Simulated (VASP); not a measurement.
# W3Se (Pm-3m) in VASP: further runs

The runs below take W3Se through single point, relaxation of cell and atoms, with r2SCAN.

Program: VASP 6.6.1. These are calculated values, not measurements. Logs are shortened: lines on timing, memory, paths and dates and some standing lists are left out, and cuts for length are marked.

### Step 1. The cell of the first run

Symmetry: Pm-3m, No. 221, cubic system. The conventional cell has a = 4.014 Å, b = 4.014 Å, c = 4.014 Å, α = 90.00°, β = 90.00°, γ = 90.00°. Within 3.7 Å of W (site symmetry 4/mmm) lie 8 W at 2.84 Å and 4 Se at 2.84 Å. Se (site symmetry m-3m) has 12 W at 2.84 Å within 3.7 Å.

### Step 2. Single point, r2SCAN

Contents of POSCAR:

```
W3Se
1.0
    4.0137538352      0.0000000000      0.0000000000
    0.0000000000      4.0137538352      0.0000000000
    0.0000000000      0.0000000000      4.0137538352
W Se
3 1
Direct
    0.0000000000      0.5000000000      0.5000000000
    0.5000000000      0.0000000000      0.5000000000
    0.5000000000      0.5000000000      0.0000000000
    0.0000000000      0.0000000000      0.0000000000
```

Contents of INCAR.step1:

```
PREC     = Accurate       # precision mode
ENCUT    = 520            # plane-wave cutoff, eV
ISMEAR   = 0              # smearing method
SIGMA    = 0.1            # smearing width, eV
LREAL    = F              # projectors in reciprocal space
LASPH    = T              # aspherical terms in the spheres
NELM     = 60             # most SCF steps
NBANDS   = 32             # bands
GGA      = PE             # functional
ALGO     = Normal         # electronic algorithm
EDIFF    = 1E-4           # SCF threshold, eV
LWAVE    = T              # write WAVECAR
LCHARG   = F              # write CHGCAR
```

Contents of INCAR.step2:

```
PREC     = Accurate       # precision mode
ENCUT    = 520            # plane-wave cutoff, eV
EDIFF    = 1E-7           # SCF threshold, eV
ISMEAR   = 0              # smearing method
SIGMA    = 0.1            # smearing width, eV
LREAL    = F              # projectors in reciprocal space
LASPH    = T              # aspherical terms in the spheres
NELM     = 60             # most SCF steps
ALGO     = Normal         # electronic algorithm
ISIF     = 2              # what is computed and relaxed
LWAVE    = F              # write WAVECAR
LCHARG   = F              # write CHGCAR
METAGGA  = R2SCAN         # meta-GGA
LMIXTAU  = T            
NBANDS   = 32             # bands
ISTART   = 1
```

Contents of KPOINTS:

```
Automatic mesh
0
Gamma
  4 4 4
```

Potentials or basis: VASP PAW PBE potentials, release 64 (W_sv, Se).

Run with:

```console
$ cat potpaw_PBE.64/W_sv/POTCAR potpaw_PBE.64/Se/POTCAR > POTCAR
$ cp INCAR.step1 INCAR
$ mpirun -np 1 vasp_std > vasp.out
$ cp INCAR.step2 INCAR
$ mpirun -np 1 vasp_std > vasp.out
```

OUTCAR:

```text
PREC = Accurate
   ENCUT = 520
   EDIFF = 1E-7
   ISMEAR = 0
   LREAL = F
   LASPH = T
   NELM = 60
   ISIF = 2
   METAGGA = R2SCAN
   ISTART = 1

 ion  position               nearest neighbor table
   1  0.000  0.500  0.500-   2 2.84   3 2.84   4 2.84   3 2.84   4 2.84   2 2.84   4 2.84   4 2.84
                             2 2.84   3 2.84   3 2.84   2 2.84
   2  0.500  0.000  0.500-   1 2.84   3 2.84   4 2.84   3 2.84   4 2.84   1 2.84   3 2.84   3 2.84
                             1 2.84   4 2.84   4 2.84   1 2.84
   3  0.500  0.500  0.000-   1 2.84   2 2.84   4 2.84   1 2.84   2 2.84   2 2.84   4 2.84   2 2.84
                             1 2.84   4 2.84   1 2.84   4 2.84
   4  0.000  0.000  0.000-   1 2.84   2 2.84   3 2.84   1 2.84   2 2.84   1 2.84   3 2.84   1 2.84
                             2 2.84   3 2.84   2 2.84   3 2.84

  LATTYP: Found a simple cubic cell.
 ALAT       =     4.0137538352

  Lattice vectors:

 A1 = (   4.0137538352,   0.0000000000,   0.0000000000)
 A2 = (   0.0000000000,   4.0137538352,   0.0000000000)
 A3 = (   0.0000000000,   0.0000000000,   4.0137538352)

Analysis of symmetry for initial positions (statically):
=====================================================================
 Subroutine PRICEL returns:
 Original cell was already a primitive cell.

 Routine SETGRP: Setting up the symmetry group for a
 simple cubic supercell.

 Subroutine GETGRP returns: Found 48 space group operations
 (whereof 48 operations were pure point group operations)
 out of a pool of 48 trial point group operations.

The static configuration has the point symmetry O_h .

Analysis of symmetry for dynamics (positions and initial velocities):
=====================================================================
 Subroutine PRICEL returns:
 Original cell was already a primitive cell.

 Routine SETGRP: Setting up the symmetry group for a
 simple cubic supercell.

 Subroutine GETGRP returns: Found 48 space group operations
 (whereof 48 operations were pure point group operations)
 out of a pool of 48 trial point group operations.

The dynamic configuration has the point symmetry O_h .

 Subroutine INISYM returns: Found 48 space group operations
 (whereof 48 operations are pure point group operations),
 and found     1 'primitive' translations

----------------------------------------------------------------------------------------

                                     Primitive cell

  volume of cell :      64.6625

  direct lattice vectors                    reciprocal lattice vectors
     4.013753835  0.000000000  0.000000000     0.249143331  0.000000000  0.000000000
     0.000000000  4.013753835  0.000000000     0.000000000  0.249143331  0.000000000
     0.000000000  0.000000000  4.013753835     0.000000000  0.000000000  0.249143331

  length of vectors
     4.013753835  4.013753835  4.013753835     0.249143331  0.249143331  0.249143331

  position of ions in fractional coordinates (direct lattice)
     0.000000000  0.500000000  0.500000000
     0.500000000  0.000000000  0.500000000
     0.500000000  0.500000000  0.000000000
     0.000000000  0.000000000  0.000000000

  ion indices of the primitive-cell ions
   primitive index   ion index
                 1           1
                 2           2
                 3           3
                 4           4

----------------------------------------------------------------------------------------

 KPOINTS: Automatic mesh

Automatic generation of k-mesh.
 Grid dimensions read from file:
 generate k-points for:    4    4    4

 Generating k-lattice:

  Cartesian coordinates                     Fractional coordinates (reciprocal lattice)
     0.062285833  0.000000000  0.000000000     0.250000000  0.000000000  0.000000000
     0.000000000  0.062285833  0.000000000     0.000000000  0.250000000  0.000000000
     0.000000000  0.000000000  0.062285833     0.000000000  0.000000000  0.250000000

  Length of vectors
     0.062285833  0.062285833  0.062285833

  Shift w.r.t. Gamma in fractional coordinates (k-lattice)
[... 46 lines left out ...]
  ext. energy  EPLUGINS =         0.00000000
  ---------------------------------------------------
  free energy    TOTEN  =      -163.96051396 eV

  energy without entropy =     -163.93361822  energy(sigma->0) =     -163.94706609

 E-fermi :  11.1268     XC(G=0): -14.1750

 val. band max:       11.1176316733   @ k =   0.5000   0.5000   0.5000
 cond. band min:      11.1525759286   @ k =   0.2500   0.2500   0.0000
 fundamental gap:      0.0349442553
 Fermi energy:        11.1267657740

 k-point     1 :       0.0000    0.0000    0.0000
  band No.  band energies     occupation
      1     -65.2399      2.00000
      2     -65.1108      2.00000
      3     -65.1108      2.00000
      4     -29.2164      2.00000
      5     -29.2164      2.00000
      6     -29.2164      2.00000
[... 24 lines left out ...]
     31      16.3358      0.00000
     32      16.3358      0.00000

 k-point     2 :       0.2500    0.0000    0.0000
  band No.  band energies     occupation
      1     -65.2235      2.00000
      2     -65.1272      2.00000
      3     -65.1106      2.00000
      4     -29.1474      2.00000
      5     -29.1474      2.00000
      6     -29.1127      2.00000
[... 24 lines left out ...]
     31      14.2846      0.00000
     32      15.4496      0.00000

 k-point     3 :       0.5000    0.0000    0.0000
  band No.  band energies     occupation
      1     -65.1969      2.00000
      2     -65.1538      2.00000
      3     -65.1105      2.00000
      4     -29.0490      2.00000
      5     -29.0490      2.00000
      6     -28.9272      2.00000
[... 24 lines left out ...]
     31      14.3062      0.00000
     32      16.4135      0.00000

 k-point     4 :       0.2500    0.2500    0.0000
  band No.  band energies     occupation
      1     -65.2089      2.00000
      2     -65.1322      2.00000
      3     -65.1200      2.00000
      4     -29.1872      2.00000
      5     -29.0756      2.00000
      6     -28.9742      2.00000
[... 164 lines left out ...]
     31      13.9388      0.00000
     32      14.9638      0.00000

 k-point     9 :       0.5000    0.5000    0.2500
  band No.  band energies     occupation
      1     -65.1534      2.00000
      2     -65.1534      2.00000
      3     -65.1534      2.00000
      4     -29.2639      2.00000
      5     -29.2168      2.00000
      6     -29.1021      2.00000
[... 24 lines left out ...]
     31      14.5513      0.00000
     32      14.5513      0.00000

 k-point    10 :       0.5000    0.5000    0.5000
  band No.  band energies     occupation
      1     -65.1532      2.00000
      2     -65.1532      2.00000
      3     -65.1532      2.00000
      4     -29.4009      2.00000
      5     -29.2139      2.00000
      6     -29.2139      2.00000
[... 24 lines left out ...]
     31      15.4998      0.00000
     32      15.4998      0.00000

------------------------ aborting loop because EDIFF is reached ----------------------------------------

  FORCE on cell =-STRESS in cart. coord.  units (eV):
  Direction    XX          YY          ZZ          XY          YZ          ZX
  --------------------------------------------------------------------------------------
  -------------------------------------------------------------------------------------
  Total        0.3790666      0.3790666      0.3790666      0.0000000     -0.0000000      0.0000000
  in kB        9.3923412      9.3923412      9.3923412      0.0000000     -0.0000000      0.0000000
  external PRESSURE =       9.3923412 kB  Pullay stress =       0.0000000 kB

 VOLUME and BASIS-vectors are now :
 -----------------------------------------------------------------------------
  energy-cutoff  :      520.00
  volume of cell :       64.66
      direct lattice vectors                 reciprocal lattice vectors
     4.013753835  0.000000000  0.000000000     0.249143331  0.000000000  0.000000000
     0.000000000  4.013753835  0.000000000     0.000000000  0.249143331  0.000000000
     0.000000000  0.000000000  4.013753835     0.000000000  0.000000000  0.249143331

 POSITION                                       TOTAL-FORCE (eV/Angst)
 -----------------------------------------------------------------------------------
      0.00000      2.00688      2.00688         0.000000      0.000000      0.000000
      2.00688      0.00000      2.00688         0.000000      0.000000      0.000000
      2.00688      2.00688      0.00000         0.000000      0.000000      0.000000
      0.00000      0.00000      0.00000         0.000000      0.000000      0.000000
 -----------------------------------------------------------------------------------
    total drift:                                0.000000      0.000000     -0.000000

  FREE ENERGIE OF THE ION-ELECTRON SYSTEM (eV)
  ---------------------------------------------------
  free  energy   TOTEN  =      -163.9605139598 eV

  energy  without entropy=     -163.9336182153  energy(sigma->0) =     -163.94706609
```

Run time: 42 s. Hardware: 1 thread of Intel Xeon 6975P-C (Granite Rapids), shared host; peak memory 0.17 GiB.

What came out:

```yaml
Free_energy: -163.9605 eV
Pressure: 0.9 GPa
Band_gap_on_the_k_mesh: zero (band 24 reaches 11.61 eV, above the bottom of band 25 at 10.91 eV)
```

Levels at points of the mesh, in eV from the Fermi level:
```tsv
k point	band 20	band 21	band 22	band 23	band 24	band 25	band 26	band 27	band 28	band 29
(0.00, 0.00, 0.00)	-4.78	-4.78	-4.78	-1.70	0.21	0.21	0.21	2.90	2.90	4.22
(0.50, 0.00, 0.00)	-1.85	-1.85	-1.82	-1.40	-1.31	-0.22	-0.22	-0.04	0.51	3.13
(0.50, 0.50, 0.00)	-3.13	-1.73	-1.73	-0.92	-0.15	-0.15	-0.14	0.23	1.46	1.80
(0.50, 0.50, 0.50)	-1.85	-1.85	-1.85	-0.63	-0.16	-0.01	-0.01	-0.01	1.23	1.23
```

Caveat: the k points lie up to 0.39 Å⁻¹ apart; the PAW data sets were made with another functional, which shifts forces and pressure a little; spin-orbit coupling is left out, which moves the levels of the heavy elements.

### Step 3. Single point, r2SCAN

This run uses another cell than the first one, of 18.12 Å³/atom, 1.121 times its volume.

Contents of POSCAR:

```
W3Se
1.0
    4.1695301292      0.0000000000      0.0000000000
    0.0000000000      4.1695301292      0.0000000000
    0.0000000000      0.0000000000      4.1695301292
W Se
3 1
Direct
    0.0000000000      0.5000000000      0.5000000000
    0.5000000000      0.0000000000      0.5000000000
    0.5000000000      0.5000000000      0.0000000000
    0.0000000000      0.0000000000      0.0000000000
```

Contents of INCAR.step1:

```
PREC = Accurate ; ENCUT = 520
ISMEAR = 0 ; SIGMA = 0.1
LREAL = False ; LASPH = True
NELM = 80 ; NBANDS = 32
GGA = PE ; ALGO = Normal
EDIFF = 1E-4 ; LWAVE = True
LCHARG = False
```

Contents of INCAR.step2:

```
PREC = Accurate ; ENCUT = 520
EDIFF = 1E-6 ; ISMEAR = 0
SIGMA = 0.1 ; LREAL = False
LASPH = True ; NELM = 80
ALGO = Normal ; ISIF = 2
LWAVE = False ; LCHARG = False
METAGGA = R2SCAN ; LMIXTAU = True
NBANDS = 32 ; ISTART = 1
```

KPOINTS is that of step 2.

Potentials or basis: VASP PAW PBE potentials, release 64 (W_sv, Se).

Run with:

```console
$ cat potpaw_PBE.64/W_sv/POTCAR potpaw_PBE.64/Se/POTCAR > POTCAR
$ cp INCAR.step1 INCAR
$ mpirun -np 1 vasp_std > vasp.out
$ cp INCAR.step2 INCAR
$ mpirun -np 1 vasp_std > vasp.out
```

It took 35 s on 1 thread of Intel Xeon 6975P-C (Granite Rapids), shared host; peak memory 0.19 GiB.

The run converged. Its results:

```yaml
Free_energy: -163.4947 eV
Pressure: -17.9 GPa
Band_gap_on_the_k_mesh: zero (band 24 reaches 9.94 eV, above the bottom of band 25 at 9.28 eV)
```

Levels at points of the mesh, in eV from the Fermi level:
| k point | band 20 | band 21 | band 22 | band 23 | band 24 | band 25 | band 26 | band 27 | band 28 | band 29 |
| --- | --- | --- | --- | --- | --- | --- | --- | --- | --- | --- |
| (0.00, 0.00, 0.00) | -4.05 | -4.05 | -4.05 | -1.87 | 0.34 | 0.34 | 0.34 | 2.55 | 2.55 | 3.62 |
| (0.50, 0.00, 0.00) | -1.66 | -1.64 | -1.64 | -1.45 | -0.88 | -0.16 | -0.16 | 0.09 | 0.52 | 2.75 |
| (0.50, 0.50, 0.00) | -2.76 | -1.47 | -1.47 | -0.60 | -0.04 | -0.04 | -0.02 | 0.32 | 1.30 | 1.67 |
| (0.50, 0.50, 0.50) | -1.51 | -1.51 | -1.51 | -0.73 | -0.44 | 0.15 | 0.15 | 0.15 | 1.24 | 1.24 |

Caveat: the k points lie up to 0.38 Å⁻¹ apart; the PAW data sets were made with another functional, which shifts forces and pressure a little; spin-orbit coupling is left out, which moves the levels of the heavy elements.

### Step 4. Relaxation of cell and atoms, r2SCAN

This run uses another cell than the first one, of 18.12 Å³/atom, 1.121 times its volume.

POSCAR is that of step 3.

Contents of INCAR.step1:

```
PREC = Accurate
ENCUT = 600
ISMEAR = 0
SIGMA = 0.1
LREAL = False
LASPH = True
NELM = 100
GGA = PE
ALGO = Normal
EDIFF = 1E-4
LWAVE = True
LCHARG = False
```

Contents of INCAR.step2:

```
PREC = Accurate
ENCUT = 600
EDIFF = 1E-6
ISMEAR = 0
SIGMA = 0.1
LREAL = False
LASPH = True
NELM = 100
ALGO = Normal
ISIF = 3
LWAVE = False
LCHARG = False
METAGGA = R2SCAN
LMIXTAU = True
IBRION = 2
NSW = 90
EDIFFG = -0.04
ISTART = 1
```

KPOINTS is that of step 3.

Run with:

```console
$ cat potpaw_PBE.64/W_sv/POTCAR potpaw_PBE.64/Se/POTCAR > POTCAR
$ cp INCAR.step1 INCAR
$ mpirun -np 1 vasp_std > vasp.out
$ cp INCAR.step2 INCAR
$ mpirun -np 1 vasp_std > vasp.out
```

Run time: 2.8 min. Hardware: 1 thread of Intel Xeon 6975P-C (Granite Rapids), shared host; peak memory 0.24 GiB.

Results (log left out):

* Free energy: -163.9646 eV
* Relaxed volume: 16.25 Å³/atom
* Relaxed cell: a = 4.021 Å, b = 4.021 Å, c = 4.021 Å, α = 90.00°, β = 90.00°, γ = 90.00°
* Space group after relaxing (to 0.05 Å): Pm-3m (No. 221)
* Energy gained by relaxing: 117.2 meV/atom
* Ionic steps: 4
* Pressure after relaxing: -0.2 GPa
* Band gap on the k mesh: zero (band 24 reaches 11.53 eV, above the bottom of band 25 at 10.83 eV)

Step by step:
| step | energy change (eV) | largest force (eV/Å) | pressure (GPa) | volume (Å³) |
| --- | --- | --- | --- | --- |
| 1 | 0.0000 | 0.0000 | -17.87 | 72.49 |
| 2 | 1.4458 | 0.0000 | 64.18 | 53.28 |
| 3 | -0.4678 | 0.0000 | -1.02 | 65.25 |
| 4 | -0.4687 | 0.0000 | -0.21 | 65.01 |

Final structure:
```cif
data_structure
_symmetry_space_group_name_H-M 'P 1'
_symmetry_Int_Tables_number 1
_cell_length_a 4.0209
_cell_length_b 4.0209
_cell_length_c 4.0209
_cell_angle_alpha 90.000
_cell_angle_beta 90.000
_cell_angle_gamma 90.000
_cell_volume 65.01
loop_
_atom_site_label
_atom_site_type_symbol
_atom_site_fract_x
_atom_site_fract_y
_atom_site_fract_z
_atom_site_occupancy
W1 W 0.00000 0.50000 0.50000 1
W2 W 0.50000 0.00000 0.50000 1
W3 W 0.50000 0.50000 0.00000 1
Se1 Se 0.00000 0.00000 0.00000 1
```

Levels at points of the mesh, in eV from the Fermi level:
```csv
k point,band 20,band 21,band 22,band 23,band 24,band 25,band 26,band 27,band 28
"(0.00, 0.00, 0.00)",-4.75,-4.75,-4.75,-1.72,0.22,0.22,0.22,2.88,2.88
"(0.50, 0.00, 0.00)",-1.84,-1.84,-1.80,-1.42,-1.29,-0.22,-0.22,-0.04,0.50
"(0.50, 0.50, 0.00)",-3.11,-1.72,-1.72,-0.91,-0.14,-0.14,-0.14,0.23,1.46
"(0.50, 0.50, 0.50)",-1.83,-1.83,-1.83,-0.64,-0.18,0.00,0.00,0.00,1.23
```

Caveat: the k points lie up to 0.39 Å⁻¹ apart in the final cell; the PAW data sets were made with another functional, which shifts forces and pressure a little; spin-orbit coupling is left out, which moves the levels of the heavy elements.

### Step 5. Single point, r2SCAN

Contents of POSCAR:

```
W3Se
1.0
    4.0142245829      0.0000000000      0.0000000000
    0.0000000000      4.0142245829      0.0000000000
    0.0000000000      0.0000000000      4.0142245829
W Se
3 1
Direct
    0.0000000000      0.5000000000      0.5000000000
    0.5000000000      0.0000000000      0.5000000000
    0.5000000000      0.5000000000      0.0000000000
    0.0000000000      0.0000000000      0.0000000000
```

Contents of INCAR.step1:

```
SYSTEM = W3Se
  PREC = Accurate
  ENCUT = 520
  ISMEAR = 0
  SIGMA = 0.1
  LREAL = .FALSE.
  LASPH = .TRUE.
  NELM = 80
  NBANDS = 32
  GGA = PE
  ALGO = Normal
  EDIFF = 1E-4
  LWAVE = .TRUE.
  LCHARG = .FALSE.
```

Contents of INCAR.step2:

```
SYSTEM = W3Se
  PREC = Accurate
  ENCUT = 520
  EDIFF = 1E-6
  ISMEAR = 0
  SIGMA = 0.1
  LREAL = .FALSE.
  LASPH = .TRUE.
  NELM = 80
  ALGO = Normal
  ISIF = 2
  LWAVE = .FALSE.
  LCHARG = .FALSE.
  METAGGA = R2SCAN
  LMIXTAU = .TRUE.
  NBANDS = 32
  ISTART = 1
```

Contents of KPOINTS:

```
regular mesh
0
G
  12 12 12
  0 0 0
```

Run with:

```console
$ cat potpaw_PBE.64/W_sv/POTCAR potpaw_PBE.64/Se/POTCAR > POTCAR
$ cp INCAR.step1 INCAR
$ mpirun -np 1 vasp_std > vasp.out
$ cp INCAR.step2 INCAR
$ mpirun -np 1 vasp_std > vasp.out
```

Run time: 3.3 min. Hardware: 1 thread of Intel Xeon 6975P-C (Granite Rapids), shared host; peak memory 0.27 GiB.

It converged, with:

| Property | Result |
| --- | --- |
| Free energy | -164.0770 eV |
| Pressure | 0.9 GPa |
| Band gap on the k mesh | zero (band 24 reaches 11.73 eV, above the bottom of band 25 at 10.48 eV) |

Levels at points of the mesh, in eV from the Fermi level:
| k point | band 20 | band 21 | band 22 | band 23 | band 24 | band 25 | band 26 | band 27 | band 28 | band 29 |
| --- | --- | --- | --- | --- | --- | --- | --- | --- | --- | --- |
| (0.00, 0.00, 0.00) | -4.84 | -4.84 | -4.84 | -1.73 | 0.16 | 0.16 | 0.16 | 2.84 | 2.84 | 4.18 |
| (0.50, 0.00, 0.00) | -1.92 | -1.92 | -1.84 | -1.44 | -1.35 | -0.28 | -0.28 | -0.12 | 0.48 | 3.09 |
| (0.50, 0.50, 0.00) | -3.20 | -1.79 | -1.79 | -0.96 | -0.20 | -0.20 | -0.16 | 0.18 | 1.39 | 1.75 |
| (0.50, 0.50, 0.50) | -1.88 | -1.88 | -1.88 | -0.68 | -0.26 | -0.06 | -0.06 | -0.06 | 1.18 | 1.18 |

Caveat: the PAW data sets were made with another functional, which shifts forces and pressure a little; spin-orbit coupling is left out, which moves the levels of the heavy elements.

### Step 6. Overview

```csv
task,cell,k mesh,cutoff (eV),gap on the mesh (eV),pressure (GPa)
single point,"a = 4.014 Å, 4 atoms",4 × 4 × 4,520,none,0.9
single point,"a = 4.170 Å, 4 atoms",4 × 4 × 4,520,none,-17.9
relaxation of cell and atoms,"relaxed from a = 4.170 Å, 4 atoms",4 × 4 × 4,600,none,-0.2
single point,"a = 4.014 Å, 4 atoms",12 × 12 × 12,520,none,0.9
```

Alike in all rows: level r2SCAN; potentials or basis VASP PAW PBE potentials, release 64 (W_sv, Se); no spin polarisation; smearing gaussian 0.1 eV.

Caveats: some runs use coarse meshes; the PAW data sets were made with another functional, which shifts forces and pressure a little; spin-orbit coupling is left out, which moves the levels of the heavy elements.

Absolute energies hang on the potentials; compare differences alone.
